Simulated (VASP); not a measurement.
# BaTe (Fm-3m) in VASP: a series of runs

BaTe is run at these levels: PBEsol; tasks: electric field gradients.

All numbers are computed with VASP 6.6.1; they aren't measurements. Logs are shortened: lines on timing, memory, paths and dates and some standing lists are left out, and cuts for length are marked.

### Step 1. The cell of the first run

The structure is cubic, space group Fm-3m (No. 225). The conventional cell has a = 6.843 Å, b = 6.843 Å, c = 6.843 Å, α = 90.00°, β = 90.00°, γ = 90.00°. Within 4.5 Å of Ba (site symmetry m-3m) lie 6 Te at 3.42 Å. Within 4.5 Å of Te (site symmetry m-3m) lie 6 Ba at 3.42 Å.

### Step 2. Electric field gradients, PBEsol (40.05 Å³/atom)

INCAR

```
SYSTEM = BaTe
PREC = Accurate ; ENCUT = 520
EDIFF = 1E-8 ; ISMEAR = -1
SIGMA = 0.05 ; LREAL = .False.
LASPH = .True. ; NELM = 80
ALGO = Normal ; ISIF = 2
LWAVE = .False. ; LCHARG = .False.
GGA = PS ; LEFG = .True.
NBANDS = 15
```

KPOINTS

```
Automatic mesh
0
Gamma
  10 10 10
  0 0 0
```

POSCAR

```
BaTe
1.0
    0.0000000000      3.4213289869      3.4213289869
    3.4213289869      0.0000000000      3.4213289869
    3.4213289869      3.4213289869      0.0000000000
Ba Te
1 1
Direct
    0.0000000000      0.0000000000      0.0000000000
    0.5000000000      0.5000000000      0.5000000000
```

Potentials or basis: VASP PAW PBE potentials, release 64 (Ba_sv, Te).

On the command line:

```sh
> cat potpaw_PBE.64/Ba_sv/POTCAR potpaw_PBE.64/Te/POTCAR > POTCAR
> mpirun -np 1 vasp_std > vasp.out
```

OUTCAR:

```text
SYSTEM = BaTe
   PREC = Accurate
   ENCUT = 520
   EDIFF = 1E-8
   ISMEAR = -1
   LREAL = .False.
   LASPH = .True.
   NELM = 80
   ISIF = 2
   GGA = PS

 ion  position               nearest neighbor table
   1  0.000  0.000  0.000-   2 3.42   2 3.42   2 3.42   2 3.42   2 3.42   2 3.42
   2  0.500  0.500  0.500-   1 3.42   1 3.42   1 3.42   1 3.42   1 3.42   1 3.42

  LATTYP: Found a face centered cubic cell.
 ALAT       =     6.8426579738

  Lattice vectors:

 A1 = (   0.0000000000,   3.4213289869,   3.4213289869)
 A2 = (   3.4213289869,   0.0000000000,   3.4213289869)
 A3 = (   3.4213289869,   3.4213289869,   0.0000000000)

Analysis of symmetry for initial positions (statically):
=====================================================================
 Subroutine PRICEL returns:
 Original cell was already a primitive cell.

 Routine SETGRP: Setting up the symmetry group for a
 face centered cubic supercell.

 Subroutine GETGRP returns: Found 48 space group operations
 (whereof 48 operations were pure point group operations)
 out of a pool of 48 trial point group operations.

The static configuration has the point symmetry O_h .

Analysis of symmetry for dynamics (positions and initial velocities):
=====================================================================
 Subroutine PRICEL returns:
 Original cell was already a primitive cell.

 Routine SETGRP: Setting up the symmetry group for a
 face centered cubic supercell.

 Subroutine GETGRP returns: Found 48 space group operations
 (whereof 48 operations were pure point group operations)
 out of a pool of 48 trial point group operations.

The dynamic configuration has the point symmetry O_h .

 Subroutine INISYM returns: Found 48 space group operations
 (whereof 48 operations are pure point group operations),
 and found     1 'primitive' translations

----------------------------------------------------------------------------------------

                                     Primitive cell

  volume of cell :      80.0967

  direct lattice vectors                    reciprocal lattice vectors
     0.000000000  3.421328987  3.421328987    -0.146142041  0.146142041  0.146142041
     3.421328987  0.000000000  3.421328987     0.146142041 -0.146142041  0.146142041
     3.421328987  3.421328987  0.000000000     0.146142041  0.146142041 -0.146142041

  length of vectors
     4.838489855  4.838489855  4.838489855     0.253125440  0.253125440  0.253125440

  position of ions in fractional coordinates (direct lattice)
     0.000000000  0.000000000  0.000000000
     0.500000000  0.500000000  0.500000000

  ion indices of the primitive-cell ions
   primitive index   ion index
                 1           1
                 2           2

----------------------------------------------------------------------------------------

 KPOINTS: Automatic mesh

Automatic generation of k-mesh.
 Grid dimensions read from file:
 generate k-points for:   10   10   10

 Generating k-lattice:

  Cartesian coordinates                     Fractional coordinates (reciprocal lattice)
    -0.014614204  0.014614204  0.014614204     0.100000000  0.000000000  0.000000000
     0.014614204 -0.014614204  0.014614204     0.000000000  0.100000000  0.000000000
     0.014614204  0.014614204 -0.014614204     0.000000000  0.000000000  0.100000000

  Length of vectors
     0.025312544  0.025312544  0.025312544

  Shift w.r.t. Gamma in fractional coordinates (k-lattice)
     0.000000000  0.000000000  0.000000000

 Subroutine IBZKPT returns following result:
 ===========================================

 Found     47 irreducible k-points:

 Following reciprocal coordinates:
            Coordinates               Weight
  0.000000  0.000000  0.000000      1.000000
  0.100000  0.000000  0.000000      8.000000
  0.200000  0.000000  0.000000      8.000000
  0.300000  0.000000  0.000000      8.000000
  0.400000  0.000000  0.000000      8.000000
  0.500000  0.000000  0.000000      4.000000
[... 16 lines left out ...]
  0.300000  0.300000  0.000000      6.000000
  0.400000  0.300000  0.000000     24.000000
 [... further k-points ...]
   k-points           NKPTS =     47   k-points in BZ     NKDIM =     47   number of bands    NBANDS=     15
   number of dos      NEDOS =    301   number of ions     NIONS =      2
   total plane-waves  NPLWV =  46656
   dimension x,y,z NGX =    36 NGY =   36 NGZ =   36
   dimension x,y,z NGXF=    72 NGYF=   72 NGZF=   72
   ions per type =               1   1
   NGX,Y,Z   is equivalent  to a cutoff of  12.37, 12.37, 12.37 a.u.
   NGXF,Y,Z  is equivalent  to a cutoff of  24.74, 24.74, 24.74 a.u.
 SYSTEM =  BaTe
   PREC   = accura    normal or accurate (medium, high low for compatibility)
   ISTART =      0    job   : 0-new  1-cont  2-samecut
   ICHARG =      2    charge: 1-file 2-atom 10-const
   ISPIN  =      1    spin polarized calculation?
   LNONCOLLINEAR =      F non collinear calculations
   LSORBIT =      F    spin-orbit coupling
   LASPH  =      T    aspherical Exc in radial PAW
   ENCUT  =  520.0 eV  38.22 Ry    6.18 a.u.   9.00  9.00  9.00*2*pi/ulx,y,z
   NELM   =     80;   NELMIN=  2; NELMDL= -5     # of ELM steps
   EDIFF  = 0.1E-07   stopping-criterion for ELM
   LREAL  =      F    real-space projection
   EDIFFG = 0.1E-06   stopping-criterion for IOM
   NSW    =      0    number of steps for IOM
   IBRION =     -1    ionic relax: 0-MD 1-quasi-New 2-CG
   NFREE  =      0    steps in history (QN), initial steepest desc. (CG)
   ISIF   =      2    stress and relaxation
   ISYM   =      2    0-nonsym 1-usesym 2-fastsym
   POTIM  = 0.5000    time-step for ionic-motion
   TEBEG  =    0.0;   TEEND  =   0.0 temperature during run
   PSTRESS=    0.0 pullay stress
   NELECT =      16.0000    total number of electrons
   NUPDOWN=      -1.0000    fix difference up-down
   EMIN   =  10.00;   EMAX   =-10.00  energy-range for DOS
   EFERMI =   0.00;   METHOD = LEGACY
   ISMEAR =    -1;   SIGMA  =   0.05  broadening in eV -4-tet -1-fermi 0-gaus
   EFERMI_NEDOS =   21; number of points for ismear=-14 and -15
   IALGO  =     38    algorithm
   IMIX   =      4    mixing-type and parameters
     AMIX     =   0.40;   BMIX     =  1.00
     AMIX_MAG =   1.60;   BMIX_MAG =  1.00
  volume/ion in A,a.u.               =      40.05       270.26
  Fermi-wavevector in a.u.,A,eV,Ry     =   0.956996  1.808460 12.460770  0.915841
  Thomas-Fermi vector in A             =   2.085974
   LORBIT       =      0    0 simple, 1 ext, 2 COOP (PROOUT), +10 PAW based schemes
   GGA     = PS    functional components
   LHFCALC =     F    Hartree Fock is set to
   AEXX    =    0.0000 exact exchange contribution
   IVDW    =     0    specifies the selected vdW correction
   LEPSILON=     F    determine dielectric tensor
   LRPA    =     F    only Hartree local field effects (RPA)
 non-spin polarized calculation
  energy-cutoff  :      520.00
  volume of cell :       80.10
 maximum number of plane-waves:      2182
   NGX = 17   NGY = 17   NGZ = 17

 number of electron      16.0000000 magnetization

 Free energy of the ion-electron system (eV)
  ---------------------------------------------------
  ext. energy  EPLUGINS =         0.00000000
  ---------------------------------------------------
  free energy    TOTEN  =        -9.16570167 eV

  energy without entropy =       -9.16570163  energy(sigma->0) =       -9.16570165

 E-fermi :   3.2400     XC(G=0):  -8.6876

 val. band max:        2.6010633204   @ k =   0.0000   0.0000   0.0000
 cond. band min:       3.8652898889   @ k =   0.5000   0.5000   0.0000
 fundamental gap:      1.2642265685
 Fermi energy:         3.2399514760

 k-point     1 :       0.0000    0.0000    0.0000
  band No.  band energies     occupation
      1     -24.2144      2.00000
      2      -9.3713      2.00000
      3      -9.3713      2.00000
      4      -9.3713      2.00000
      5      -7.1388      2.00000
      6       2.6011      1.99999
      7       2.6011      1.99999
      8       2.6011      1.99999
      9       5.4100      0.00000
     10       5.4100      0.00000
     11       5.4100      0.00000
     12       5.6264      0.00000
     13       6.1322      0.00000
     14       6.1322      0.00000
     15       9.4327      0.00000
[... 397 lines left out ...]
 k-point    24 :       0.4000    0.3000    0.0000
  band No.  band energies     occupation
      1     -24.1932      2.00000
      2      -9.6947      2.00000
      3      -9.4678      2.00000
      4      -9.4559      2.00000
      5      -6.7114      2.00000
      6       0.9782      2.00000
      7       1.9987      2.00000
      8       2.1048      2.00000
      9       4.3203      0.00000
     10       7.1009      0.00000
     11       7.2655      0.00000
     12       8.1312      0.00000
     13       8.1555      0.00000
     14       9.4411      0.00000
     15      10.8203      0.00000

 [... further k-points ...]
[... 5 lines left out ...]
  --------------------------------------------------------------------------------------
  -------------------------------------------------------------------------------------
  Total        0.9810484      0.9810484      0.9810484     -0.0000000     -0.0000000      0.0000000
  in kB       19.6239546     19.6239546     19.6239546     -0.0000000     -0.0000000      0.0000000
  external PRESSURE =      19.6239546 kB  Pullay stress =       0.0000000 kB

 VOLUME and BASIS-vectors are now :
 -----------------------------------------------------------------------------
  energy-cutoff  :      520.00
  volume of cell :       80.10
      direct lattice vectors                 reciprocal lattice vectors
     0.000000000  3.421328987  3.421328987    -0.146142041  0.146142041  0.146142041
     3.421328987  0.000000000  3.421328987     0.146142041 -0.146142041  0.146142041
     3.421328987  3.421328987  0.000000000     0.146142041  0.146142041 -0.146142041

 POSITION                                       TOTAL-FORCE (eV/Angst)
 -----------------------------------------------------------------------------------
      0.00000      0.00000      0.00000         0.000000      0.000000      0.000000
      3.42133      3.42133      3.42133        -0.000000     -0.000000     -0.000000
 -----------------------------------------------------------------------------------
    total drift:                                0.000000      0.000000      0.000000

  FREE ENERGIE OF THE ION-ELECTRON SYSTEM (eV)
  ---------------------------------------------------
  free  energy   TOTEN  =        -9.1657016679 eV

  energy  without entropy=       -9.1657016259  energy(sigma->0) =       -9.16570165

 Electric field gradients (V/A^2)
---------------------------------------------------------------------
 ion       V_xx      V_yy      V_zz      V_xy      V_xz      V_yz
---------------------------------------------------------------------
   1       0.000    -0.000     0.000    -0.000    -0.000    -0.000
   2      -0.000    -0.000     0.000     0.000     0.000     0.000
---------------------------------------------------------------------

 Electric field gradients after diagonalization (V/A^2)
 (convention: |V_zz| > |V_xx| > |V_yy|)
----------------------------------------------------------------------
 ion       V_xx      V_yy      V_zz     asymmetry (V_yy - V_xx)/ V_zz
----------------------------------------------------------------------
   1       0.000     0.000    -0.000       0.000
   2      -0.000    -0.000     0.000       0.000
----------------------------------------------------------------------

           NMR quadrupolar parameters

 Cq : quadrupolar parameter    Cq=e*Q*V_zz/h
 eta: asymmetry parameters     (V_yy - V_xx)/ V_zz
 Q  : nuclear electric quadrupole moment in mb (millibarn)
----------------------------------------------------------------------
 ion       Cq(MHz)       eta       Q (mb)
----------------------------------------------------------------------
   1      -0.000       0.000       1.000
   2       0.000       0.000       1.000
----------------------------------------------------------------------
```

Run time: 29 s. Hardware: 1 thread of Intel Xeon Platinum 8559C (Emerald Rapids), shared host; peak memory 0.23 GiB.

Results:

```
Free energy                             : -9.1657 eV
Pressure                                : 2.0 GPa
Band gap on the k mesh                  : 1.26 eV (least direct gap 1.65 eV)
Largest electric field gradient by atom : under 0.05 V/Å² on every atom
```

Levels at points of the mesh, in eV from the valence-band top:
```
           k point  band 4  band 5  band 6  band 7  band 8  band 9  band 10  band 11  band 12  band 13
(0.00, 0.00, 0.00)  -11.97   -9.74    0.00    0.00    0.00    2.81     2.81     2.81     3.03     3.53
(0.50, 0.00, 0.00)  -11.99   -8.77   -2.48   -1.29   -1.29    4.16     4.86     4.99     4.99     7.05
(0.50, 0.50, 0.00)  -12.09   -9.51   -1.17   -0.39   -0.39    1.26     4.52     4.84     5.88     5.95
```

Caveat: the PAW data sets were made with another functional, which shifts forces and pressure a little; spin-orbit coupling is left out, which moves the levels of the heavy elements. A k mesh can miss the band edges.

### Step 3. Electric field gradients, PBEsol (40.05 Å³/atom)

INCAR

```
PREC = Accurate ; ENCUT = 520
EDIFF = 1E-8 ; ISMEAR = -1
SIGMA = 0.05 ; LREAL = False
LASPH = True ; NELM = 100
ALGO = Normal ; ISIF = 2
LWAVE = False ; LCHARG = False
GGA = PS ; LEFG = True
NBANDS = 15
```

KPOINTS

```
Automatic mesh
0
Gamma
  10 10 10
```

POSCAR is that of step 2.

Potentials or basis: VASP PAW PBE potentials, release 64 (Ba_sv, Te).

On the command line:

```sh
> cat potpaw_PBE.64/Ba_sv/POTCAR potpaw_PBE.64/Te/POTCAR > POTCAR
> mpirun -np 1 vasp_std > vasp.out
```

OUTCAR:

```text
PREC = Accurate
   ENCUT = 520
   EDIFF = 1E-8
   ISMEAR = -1
   LREAL = False
   LASPH = True
   NELM = 100
   ISIF = 2
   GGA = PS

 ion  position               nearest neighbor table
   1  0.000  0.000  0.000-   2 3.42   2 3.42   2 3.42   2 3.42   2 3.42   2 3.42
   2  0.500  0.500  0.500-   1 3.42   1 3.42   1 3.42   1 3.42   1 3.42   1 3.42

  LATTYP: Found a face centered cubic cell.
 ALAT       =     6.8426579738

  Lattice vectors:

 A1 = (   0.0000000000,   3.4213289869,   3.4213289869)
 A2 = (   3.4213289869,   0.0000000000,   3.4213289869)
 A3 = (   3.4213289869,   3.4213289869,   0.0000000000)

Analysis of symmetry for initial positions (statically):
[... 641 lines left out ...]
  free  energy   TOTEN  =        -9.1657016679 eV

  energy  without entropy=       -9.1657016259  energy(sigma->0) =       -9.16570165

 Electric field gradients (V/A^2)
---------------------------------------------------------------------
 ion       V_xx      V_yy      V_zz      V_xy      V_xz      V_yz
---------------------------------------------------------------------
   1       0.000    -0.000     0.000    -0.000    -0.000    -0.000
   2      -0.000    -0.000     0.000     0.000     0.000     0.000
---------------------------------------------------------------------

 Electric field gradients after diagonalization (V/A^2)
 (convention: |V_zz| > |V_xx| > |V_yy|)
----------------------------------------------------------------------
 ion       V_xx      V_yy      V_zz     asymmetry (V_yy - V_xx)/ V_zz
----------------------------------------------------------------------
   1       0.000     0.000    -0.000       0.000
   2      -0.000    -0.000     0.000       0.000
----------------------------------------------------------------------

           NMR quadrupolar parameters

 Cq : quadrupolar parameter    Cq=e*Q*V_zz/h
 eta: asymmetry parameters     (V_yy - V_xx)/ V_zz
 Q  : nuclear electric quadrupole moment in mb (millibarn)
----------------------------------------------------------------------
 ion       Cq(MHz)       eta       Q (mb)
----------------------------------------------------------------------
   1      -0.000       0.000       1.000
   2       0.000       0.000       1.000
----------------------------------------------------------------------
```

OSZICAR:

```text
N       E                     dE             d eps       ncg     rms          rms(c)
DAV:   1     0.829717291979E+02    0.82972E+02   -0.64530E+03  1410   0.904E+02
DAV:   2    -0.421693935437E+01   -0.87189E+02   -0.79959E+02  1875   0.156E+02
DAV:   3    -0.914812354328E+01   -0.49312E+01   -0.48998E+01  1893   0.401E+01
DAV:   4    -0.927370614758E+01   -0.12558E+00   -0.12553E+00  1812   0.642E+00
DAV:   5    -0.927621634644E+01   -0.25102E-02   -0.25101E-02  2009   0.779E-01    0.403E+00
DAV:   6    -0.917362798922E+01    0.10259E+00   -0.10048E-01  1648   0.165E+00    0.262E+00
DAV:   7    -0.916411297381E+01    0.95150E-02   -0.81400E-02  1725   0.155E+00    0.739E-01
DAV:   8    -0.916544680154E+01   -0.13338E-02   -0.99471E-03  1557   0.580E-01    0.184E-01
DAV:   9    -0.916565197846E+01   -0.20518E-03   -0.50825E-04  1774   0.153E-01    0.480E-02
DAV:  10    -0.916569360632E+01   -0.41628E-04   -0.89601E-05  1704   0.620E-02    0.152E-02
DAV:  11    -0.916570369071E+01   -0.10084E-04   -0.28744E-05  1746   0.300E-02    0.168E-02
DAV:  12    -0.916570140343E+01    0.22873E-05   -0.81619E-06  1655   0.153E-02    0.843E-03
DAV:  13    -0.916570160715E+01   -0.20372E-06   -0.44173E-07  1774   0.432E-03    0.808E-04
DAV:  14    -0.916570162026E+01   -0.13112E-07   -0.16560E-08  1757   0.799E-04    0.949E-04
DAV:  15    -0.916570166810E+01   -0.47835E-07   -0.23254E-09  1216   0.313E-04    0.122E-04
DAV:  16    -0.916570166795E+01    0.14995E-09   -0.14210E-09   887   0.185E-04
   1 F= -.91657017E+01 E0= -.91657016E+01  d E =-.420780E-07
```

It took 30 s on 1 thread of Intel Xeon Platinum 8559C (Emerald Rapids), shared host; peak memory 0.23 GiB.

Results:

- Free energy: -9.1657 eV
- Pressure: 2.0 GPa
- Band gap on the k mesh: 1.26 eV (least direct gap 1.65 eV)
- Largest electric field gradient by atom: under 0.05 V/Å² on every atom

Caveat: the PAW data sets were made with another functional, which shifts forces and pressure a little; spin-orbit coupling is left out, which moves the levels of the heavy elements. A k mesh can miss the band edges.

(Continued in part 2 of 2.)
